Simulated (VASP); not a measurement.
Here is a VASP 6.6.1 calculation.

INCAR

```
SYSTEM = Ca3Y
PREC = Accurate ; ENCUT = 520
EDIFF = 1E-6 ; ISMEAR = 1
SIGMA = 0.1 ; LREAL = .False.
LASPH = .True. ; NELM = 100
ALGO = Normal ; ISIF = 2
LWAVE = .False. ; LCHARG = .False.
GGA = CA ; NBANDS = 28
```

Contents of KPOINTS:

```
regular mesh
0
Gamma
  4 4 4
  0 0 0
```

The input POSCAR:

```
Ca3Y
1.0
    0.0000000000      4.2455650000      4.2455650000
    4.2455650000      0.0000000000      4.2455650000
    4.2455650000      4.2455650000      0.0000000000
Ca Y
3 1
Direct
    0.2453843443      0.2530513622      0.2518579982
    0.7444337499      0.7517492618      0.7474342115
    0.4939917501      0.5060753212      0.4969245454
   -0.0100885407      0.0116951172     -0.0012707325
```

Potentials or basis: VASP PAW LDA potentials, release 64 (Ca_sv, Y_sv).

Launch:

```sh
$ cat potpaw_LDA.64/Ca_sv/POTCAR potpaw_LDA.64/Y_sv/POTCAR > POTCAR
$ mpirun -np 1 vasp_std > vasp.out
```

Problem. Estimate the largest force.

Solution. 0.106 eV/Å.

Problem. Estimate the pressure.

Solution. -2.3 GPa.

Forces in eV/Å, atoms in the order of the input:
```
Ca   0.020 -0.068  0.022
Ca   0.070 -0.023  0.044
Ca  -0.012  0.034 -0.026
Y   -0.079  0.058 -0.041
```
